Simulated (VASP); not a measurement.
Wanted: the native input for a VASP 6.6.1 run.

| Quantity | Value |
| --- | --- |
| Task | single point |
| Functional | PBE-based screened hybrid |
| Potentials or basis | VASP PAW PBE potentials, release 64 (K_sv, Cl) |
| Cutoff | 520 eV |
| k mesh | 4 × 4 × 4 |
| Occupations | fermi-dirac, width 0.05 eV |
| Spin | no spin polarisation |
| Dipole correction | no |
| Grid for exact exchange (PRECFOCK) | Normal |
| Share of exact exchange | 0.5 |
| Further INCAR settings | ALGO = Normal; EDIFF = 1e-06; NBANDS = 15 |
| Screening parameter | 0.2 1/Å |

KCl (Sylvite):

```xyz
2
Lattice="0.0000 3.1465 3.1465 3.1465 0.0000 3.1465 3.1465 3.1465 0.0000" Properties=species:S:1:pos:R:3 pbc="T T T"
K     0.0000    0.0000    0.0000
Cl    3.1465    3.1465    3.1465
```

These files were run (other wordings do the same):

POSCAR

```
KCl
1.0
    0.0000000000      3.1464700000      3.1464700000
    3.1464700000      0.0000000000      3.1464700000
    3.1464700000      3.1464700000      0.0000000000
K Cl
1 1
Direct
    0.0000000000      0.0000000000      0.0000000000
    0.5000000000      0.5000000000      0.5000000000
```

INCAR.step1

```
ALGO     = Normal         # electronic algorithm
EDIFF    = 1E-5           # SCF threshold, eV
ENCUT    = 520            # plane-wave cutoff, eV
GGA      = PE             # functional
ISIF     = 2              # what is computed and relaxed
ISMEAR   = -1             # smearing method
LASPH    = True           # aspherical terms in the spheres
LCHARG   = False          # write CHGCAR
LREAL    = False          # projectors in reciprocal space
LWAVE    = True           # write WAVECAR
NBANDS   = 15             # bands
NELM     = 80             # most SCF steps
PREC     = Accurate       # precision mode
SIGMA    = 0.05           # smearing width, eV
```

INCAR.step2

```
AEXX     = 0.5            # exact-exchange fraction
ALGO     = Normal         # electronic algorithm
EDIFF    = 1E-6           # SCF threshold, eV
ENCUT    = 520            # plane-wave cutoff, eV
GGA      = PE             # functional
HFSCREEN = 0.2            # screening, 1/A
ISIF     = 2              # what is computed and relaxed
ISMEAR   = -1             # smearing method
ISTART   = 1            
LASPH    = True           # aspherical terms in the spheres
LCHARG   = False          # write CHGCAR
LHFCALC  = True           # exact exchange
LREAL    = False          # projectors in reciprocal space
LWAVE    = False          # write WAVECAR
NBANDS   = 15             # bands
NELM     = 80             # most SCF steps
PREC     = Accurate       # precision mode
PRECFOCK = Normal       
SIGMA    = 0.05           # smearing width, eV
```

KPOINTS

```
k-points
0
Gamma
  4 4 4
```

Potentials or basis: VASP PAW PBE potentials, release 64 (K_sv, Cl).

Command:

```console
$ cat potpaw_PBE.64/K_sv/POTCAR potpaw_PBE.64/Cl/POTCAR > POTCAR
$ cp INCAR.step1 INCAR
$ mpirun -np 1 vasp_std > vasp.out
$ cp INCAR.step2 INCAR
$ mpirun -np 1 vasp_std > vasp.out
```

It gave:

The pressure is 0.2 GPa and the band gap on the k mesh is 7.89 eV, direct.

Caveat: the k points lie up to 0.43 Å⁻¹ apart; the PAW data sets were made with another functional, which shifts forces and pressure a little.

Run time: 14 min on 1 thread of Oxide Virtual Turin-like Processor, on a shared host, peak memory 0.28 GiB.
